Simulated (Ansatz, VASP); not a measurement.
## Two plane-wave programs on AlN

```
CELL_PARAMETERS angstrom
-3.11369 0.00000 0.00000
0.00000 5.39307 0.00000
1.55685 -2.69654 -4.98342
ATOMIC_POSITIONS crystal
Al 0.99443 0.33258 0.99849
Al 0.49443 0.83258 0.99849
Al 0.25406 0.91591 0.49849
Al 0.75406 0.41591 0.49849
N 0.81256 0.14159 0.61651
N 0.31256 0.64159 0.61651
N 0.05395 0.72492 0.11651
N 0.55395 0.22492 0.11651
```

Change from the starting cell: mode 4 (234.8 1/cm) frozen in, largest displacement +0.015 Å.

Alike in both runs: task single point; functional PBEsol; k mesh 8 × 8 × 8; occupations gaussian, width 0.05 eV; no spin polarisation.

|  | VASP | Ansatz |
| --- | --- | --- |
| version | VASP 6.6.1 | Ansatz 0.2.0 |
| potentials or method | VASP PAW PBE potentials, release 64 (Al, N), cutoff 600 eV | scalar-relativistic, plane waves, PAW |
| valence electrons in the cell | 32 | 32 |

```csv
,VASP,Ansatz,Ansatz less VASP
gap on the k mesh at the Fermi level (eV),4.11,4.09,-0.017
least direct gap on the mesh (eV),4.11,4.09,-0.017
pressure (GPa),-0.1,0.0,+0.15
"traceless stress, the component that is largest in VASP (GPa)",0.05,0.05,0.000
rms of the force components (eV/Å),0.037,0.037,-0.0002
```

VASP's potentials were made for PBE, not for PBEsol. Atom by atom the forces differ by 0.000 eV/Å (rms over components).
